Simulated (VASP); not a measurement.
# BaS (Fm-3m) in VASP: notebook, part 2 of 2

VASP 6.6.1.

### Step 5. Relaxation of cell and atoms, PBEsol, target pressure 2 GPa, at which the enthalpy is minimised

This run uses another cell than the first one, of 31.74 Å³/atom, 1.040 times its volume.

Input file INCAR:

```
SYSTEM = BaS
  ALGO = Normal
  EDIFF = 1E-6
  EDIFFG = -0.002
  ENCUT = 600
  GGA = PS
  IBRION = 2
  ISIF = 3
  ISMEAR = 0
  LASPH = .TRUE.
  LCHARG = .FALSE.
  LREAL = .FALSE.
  LWAVE = .FALSE.
  NELM = 60
  NSW = 100
  PREC = Accurate
  PSTRESS = 20.0
  SIGMA = 0.01
```

Input file KPOINTS:

```
k-points
0
G
  8 8 8
  0 0 0
```

Input file POSCAR:

```
BaS
1.0
    0.0000000000      3.1662959514      3.1662959514
    3.1662959514      0.0000000000      3.1662959514
    3.1662959514      3.1662959514      0.0000000000
Ba S
1 1
Direct
    0.0000000000      0.0000000000      0.0000000000
    0.5000000000      0.5000000000      0.5000000000
```

Potentials or basis: VASP PAW PBE potentials, release 64 (Ba_sv, S).

The run is started by

```
cat potpaw_PBE.64/Ba_sv/POTCAR potpaw_PBE.64/S/POTCAR > POTCAR
mpirun -np 1 vasp_std > vasp.out
```

OUTCAR:

```text
SYSTEM = BaS
   EDIFF = 1E-6
   EDIFFG = -0.002
   ENCUT = 600
   GGA = PS
   IBRION = 2
   ISIF = 3
   ISMEAR = 0
   LASPH = .TRUE.
   LREAL = .FALSE.
   NELM = 60
   NSW = 100
   PREC = Accurate
   PSTRESS = 20.0

 ion  position               nearest neighbor table
   1  0.000  0.000  0.000-   2 3.17   2 3.17   2 3.17   2 3.17   2 3.17   2 3.17
   2  0.500  0.500  0.500-   1 3.17   1 3.17   1 3.17   1 3.17   1 3.17   1 3.17

  LATTYP: Found a face centered cubic cell.
 ALAT       =     6.3325919028

  Lattice vectors:

 A1 = (   0.0000000000,   3.1662959514,   3.1662959514)
 A2 = (   3.1662959514,   0.0000000000,   3.1662959514)
 A3 = (   3.1662959514,   3.1662959514,   0.0000000000)

Analysis of symmetry for initial positions (statically):
=====================================================================
 Subroutine PRICEL returns:
 Original cell was already a primitive cell.

[... 183 lines left out ...]
      3      -9.5166      2.00000
      4      -9.5166      2.00000
      5      -8.9144      2.00000
      6       1.4790      2.00000
      7       1.4790      2.00000
      8       1.4790      2.00000
      9       5.0132      0.00000
     10       5.2625      0.00000
     11       5.2625      0.00000
     12       5.2625      0.00000
[... 420 lines left out ...]
--------------------------------------- Ionic step        3  -------------------------------------------

 number of electron      15.9999998 magnetization

 Free energy of the ion-electron system (eV)
  ---------------------------------------------------
  ext. energy  EPLUGINS =         0.00000000
  ---------------------------------------------------
  free energy    TOTEN  =       -10.70433920 eV

  energy without entropy =      -10.70433920  energy(sigma->0) =      -10.70433920

 E-fermi :   1.7161     XC(G=0):  -9.0395

 val. band max:        1.6185968251   @ k =   0.0000   0.0000   0.0000
 cond. band min:       3.5001876909   @ k =   0.5000   0.5000   0.0000
 fundamental gap:      1.8815908658
 Fermi energy:         1.7160604414

 k-point     1 :       0.0000    0.0000    0.0000
  band No.  band energies     occupation
      1     -24.2635      2.00000
      2      -9.2988      2.00000
      3      -9.2988      2.00000
      4      -9.2988      2.00000
      5      -8.8160      2.00000
      6       1.6186      2.00000
      7       1.6186      2.00000
      8       1.6186      2.00000
      9       5.2796      0.00000
     10       5.3977      0.00000
     11       5.3977      0.00000
     12       5.3977      0.00000
[... 378 lines left out ...]
  energy  without entropy=      -10.7043392011  energy(sigma->0) =      -10.70433920

  enthalpy is  TOTEN    =        -9.9317683053 eV   P V=        0.7725708959

 reached required accuracy - stopping structural energy minimisation
```

CONTCAR:

```text
BaS
   1.00000000000000
     0.0000000000000000    3.1395180058388688    3.1395180058388688
     3.1395180058388688   -0.0000000000000000    3.1395180058388688
     3.1395180058388688    3.1395180058388688    0.0000000000000000
  Ba              S
     1     1
Direct
     0.0000000000000000    0.0000000000000000    0.0000000000000000
     0.5000000000000000    0.5000000000000000    0.5000000000000000

  0.00000000E+00  0.00000000E+00  0.00000000E+00
  0.00000000E+00  0.00000000E+00  0.00000000E+00
```

Wall time 50 s (1 thread of AMD EPYC 7R43 (Zen 3), shared host); peak memory 0.19 GiB.

Results:

| Property | Result |
| --- | --- |
| Free energy | -10.7043 eV |
| Relaxed volume | 30.94 Å³/atom |
| Relaxed cell | a = 4.440 Å, b = 4.440 Å, c = 4.440 Å, α = 60.00°, β = 60.00°, γ = 60.00° |
| Space group after relaxing (to 0.05 Å) | Fm-3m (No. 225) |
| Energy change on relaxing (the enthalpy is what falls) | +6.6 meV/atom |
| Ionic steps | 3 |
| Pressure after relaxing | 2.0 GPa |
| Band gap on the k mesh | 1.88 eV, indirect (least direct gap 1.99 eV) |

Step by step:
| step | energy change (eV) | largest force (eV/Å) | pressure (GPa) | volume (Å³) |
| --- | --- | --- | --- | --- |
| 1 | 0.0000 | 0.0000 | 0.68 | 63.49 |
| 2 | 0.0247 | 0.0000 | 2.72 | 61.11 |
| 3 | 0.0132 | 0.0000 | 2.00 | 61.89 |

Final structure:
```cif
data_structure
_symmetry_space_group_name_H-M 'P 1'
_symmetry_Int_Tables_number 1
_cell_length_a 4.4399
_cell_length_b 4.4399
_cell_length_c 4.4399
_cell_angle_alpha 60.000
_cell_angle_beta 60.000
_cell_angle_gamma 60.000
_cell_volume 61.89
loop_
_atom_site_label
_atom_site_type_symbol
_atom_site_fract_x
_atom_site_fract_y
_atom_site_fract_z
_atom_site_occupancy
Ba1 Ba 0.00000 0.00000 0.00000 1
S1 S 0.50000 0.50000 0.50000 1
```

Caveat: the cell is relaxed towards a set pressure, so the enthalpy falls and the energy may rise; the PAW data sets were made with another functional, which shifts forces and pressure a little; spin-orbit coupling is left out, which moves the levels of the heavy elements.

### Step 6. Relaxation of cell and atoms, PBEsol, target pressure 4 GPa, at which the enthalpy is minimised

This run uses another cell than the first one, of 31.74 Å³/atom, 1.040 times its volume.

Input file INCAR:

```
SYSTEM = BaS
ALGO = Normal
EDIFF = 1E-6
EDIFFG = -0.002
ENCUT = 600
GGA = PS
IBRION = 2
ISIF = 3
ISMEAR = 0
LASPH = .True.
LCHARG = .False.
LREAL = .False.
LWAVE = .False.
NELM = 100
NSW = 100
PREC = Accurate
PSTRESS = 40.0
SIGMA = 0.01
```

Input file KPOINTS:

```
k-points
0
Gamma
  8 8 8
  0 0 0
```

POSCAR is that of step 5.

Potentials or basis: VASP PAW PBE potentials, release 64 (Ba_sv, S).

The run is started by

```
cat potpaw_PBE.64/Ba_sv/POTCAR potpaw_PBE.64/S/POTCAR > POTCAR
mpirun -np 1 vasp_std > vasp.out
```

Run time: 73 s. Hardware: 1 thread of AMD EPYC 7R43 (Zen 3), shared host; peak memory 0.19 GiB.

Results (log left out):

```
Free energy                                            : -10.6661 eV
Relaxed volume                                         : 29.91 Å³/atom
Relaxed cell                                           : a = 4.390 Å, b = 4.390 Å, c = 4.390 Å, α = 60.00°, β = 60.00°, γ = 60.00°
Space group after relaxing (to 0.05 Å)                 : Fm-3m (No. 225)
Energy change on relaxing (the enthalpy is what falls) : +25.7 meV/atom
Ionic steps                                            : 6
Pressure after relaxing                                : 4.0 GPa
Band gap on the k mesh                                 : 1.81 eV, indirect (least direct gap 1.89 eV)
```

The path:
```tsv
step	energy change (eV)	largest force (eV/Å)	pressure (GPa)	volume (Å³)
1	0.0000	0.0000	0.68	63.49
2	0.1235	0.0000	6.58	57.63
3	0.0512	0.0000	3.99	59.84
4	0.0530	0.0000	4.07	59.76
5	0.0505	0.0000	3.99	59.86
6	0.0514	0.0000	3.99	59.83
```

Final structure:
```yaml
crystal:
  lattice:
    - [0.00000, 3.10424, 3.10424]
    - [3.10424, 0.00000, 3.10424]
    - [3.10424, 3.10424, 0.00000]
  atoms:
    - { symbol: Ba, position: [0.00000, 0.00000, 0.00000] }
    - { symbol: S, position: [0.50000, 0.50000, 0.50000] }
```

Levels at points of the mesh, in eV from the valence-band top:
| k point | band 5 | band 6 | band 7 | band 8 | band 9 | band 10 | band 11 | band 12 |
| --- | --- | --- | --- | --- | --- | --- | --- | --- |
| (0.00, 0.00, 0.00) | -10.49 | 0.00 | 0.00 | 0.00 | 3.77 | 3.77 | 3.77 | 3.84 |
| (0.50, 0.00, 0.00) | -8.79 | -2.19 | -1.29 | -1.29 | 5.75 | 5.78 | 6.58 | 6.58 |
| (0.50, 0.50, 0.00) | -10.41 | -0.41 | -0.08 | -0.08 | 1.81 | 6.11 | 6.46 | 7.94 |

Caveat: the cell is relaxed towards a set pressure, so the enthalpy falls and the energy may rise; the PAW data sets were made with another functional, which shifts forces and pressure a little; spin-orbit coupling is left out, which moves the levels of the heavy elements. A hybrid or GW would open this gap; PBEsol tends to underestimate it.

### Step 7. The runs side by side

```tsv
task	cell	cutoff (eV)	gap on the mesh (eV)	pressure (GPa)
single point	a = 4.419 Å, angles 60.0°, 2 atoms	520	1.85	2.8
single point	a = 4.447 Å, angles 60.0°, 2 atoms	520	1.89	1.7
relaxation of cell and atoms	relaxed to 1 GPa from a = 4.478 Å, angles 60.0°, 2 atoms	600	1.92	1.0
relaxation of cell and atoms	relaxed to 2 GPa from a = 4.478 Å, angles 60.0°, 2 atoms	600	1.88	2.0
relaxation of cell and atoms	relaxed to 4 GPa from a = 4.478 Å, angles 60.0°, 2 atoms	600	1.81	4.0
```

Alike in all rows: level PBEsol; potentials or basis VASP PAW PBE potentials, release 64 (Ba_sv, S); no spin polarisation; k mesh 8 × 8 × 8; smearing gaussian 0.01 eV.

Caveats: the PAW data sets were made with another functional, which shifts forces and pressure a little; spin-orbit coupling is left out, which moves the levels of the heavy elements; the cell is relaxed towards a set pressure, so the enthalpy falls and the energy may rise (some runs).

Absolute energies hang on the potentials; compare differences alone.
